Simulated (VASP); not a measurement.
Runs of VASP 6.6.1 on BeS. The structure is cubic, space group F-43m (No. 216). The conventional cell has a = 4.869 Å, b = 4.869 Å, c = 4.869 Å, α = 90.00°, β = 90.00°, γ = 90.00°. Within 2.8 Å of Be (site symmetry -43m) lie 4 S at 2.11 Å. Within 2.8 Å of S (site symmetry -43m) lie 4 Be at 2.11 Å. 

| task | level | potentials or basis | k mesh | cutoff (eV) | GW scheme | GW iterations | cutoff of the response function | frequency points | empty bands | gap on the mesh (eV) | pressure (GPa) |
| --- | --- | --- | --- | --- | --- | --- | --- | --- | --- | --- | --- |
| single point | LDA | VASP PAW LDA potentials, release 64 (Be, S) | 4 × 4 × 4 | 520 | - | - | - | - | - | (b) | -3.7 |
| single point | PBE | VASP PAW PBE potentials, release 64 (Be, S) | 6 × 6 × 6 | 520 | - | - | - | - | - | 3.14 | 0.5 |
| single point | r2SCAN | VASP PAW PBE potentials, release 64 (Be, S) | 4 × 4 × 4 | 520 | - | - | - | - | - | 3.59 | 0.8 |
| single point | PBE | VASP PAW PBE potentials, release 64 (Be, S) | 4 × 4 × 4 | 520 | - | - | - | - | - | 3.12 | (a) |

Alike in all rows: no spin polarisation; cell as given; smearing gaussian 0.01 eV.

Fill in the values left out.

(a) 1.0; (b) 2.91.

Caveats: some runs use coarse meshes; the PAW data sets were made with another functional, which shifts forces and pressure a little (some runs).

A k mesh can miss the band edges.
